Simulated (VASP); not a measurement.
Here is a VASP 6.6.1 calculation.

The input INCAR:

```
  PREC = Accurate
  ENCUT = 520
  EDIFF = 1E-6
  ISMEAR = 0
  SIGMA = 0.05
  LREAL = F
  LASPH = T
  NELM = 100
  ALGO = Normal
  ISIF = 2
  LWAVE = F
  LCHARG = F
  GGA = PS
  NBANDS = 14
```

KPOINTS

```
regular mesh
0
Gamma
  8 8 8
```

File POSCAR:

```
NaF
1.0
    0.0000000000      2.3581495000      2.2884505000
    2.3581495000      0.0000000000      2.2884505000
    2.3581495000      2.3581495000      0.0000000000
Na F
1 1
Direct
    0.0000000000      0.0000000000      0.0000000000
    0.5000000000      0.5000000000      0.5000000000
```

Potentials or basis: VASP PAW PBE potentials, release 64 (Na_pv, F).

Launch:

```console
$ cat potpaw_PBE.64/Na_pv/POTCAR potpaw_PBE.64/F/POTCAR > POTCAR
$ mpirun -np 1 vasp_std > vasp.out
```

(1) What does it give for the band gap on the k mesh?

(2) Estimate the pressure.

Results:

(1) 6.04 eV.

(2) -1.2 GPa.

Caveat: the cell differs from its parent crystal (strain +0.015 along x and y, -0.015 along z); the PAW data sets were made with another functional, which shifts forces and pressure a little.
